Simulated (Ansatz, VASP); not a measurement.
## Two plane-wave programs on YLu2F3

```
Y Lu F
1.0
     7.32335    0.00000    0.00000
    -3.66168    6.34221    0.00000
     0.00000    0.00000    7.04007
Y Lu F
1 2 3
Direct
  0.00000 0.00000 0.00000
  0.66667 0.33333 0.00000
  0.66667 0.33333 0.50000
  0.83300 0.16700 0.00000
  0.83300 0.66601 0.00000
  0.33399 0.16700 0.00000
```

Alike in both runs: functional PBE; k mesh 6 × 6 × 4; occupations gaussian, width 0.1 eV; no spin polarisation.

Ansatz relaxed the structure, and its values are those at the end. VASP's run is a single point on that final structure, the one shown.

|  | VASP | Ansatz |
| --- | --- | --- |
| version | VASP 6.6.1 | Ansatz 0.2.0 |
| potentials or method | VASP PAW PBE potentials, release 64 (Y_sv, Lu, F), cutoff 520 eV | scalar-relativistic, plane waves, PAW |
| valence electrons in the cell | 82 | 82 |

|  | VASP | Ansatz | Ansatz less VASP |
| --- | --- | --- | --- |
| gap on the k mesh at the Fermi level (eV) | none | none | - |
| pressure (GPa) | 0.2 | 0.1 | -0.07 |
| rms of the force components (eV/Å) | 0.038 | 0.000 | -0.0383 |

A gap of «none» marks a metal or a gap that the smearing closes. With one functional, cell and mesh, what is left measures potentials, basis and numerics.

Spin-orbit coupling is off throughout.
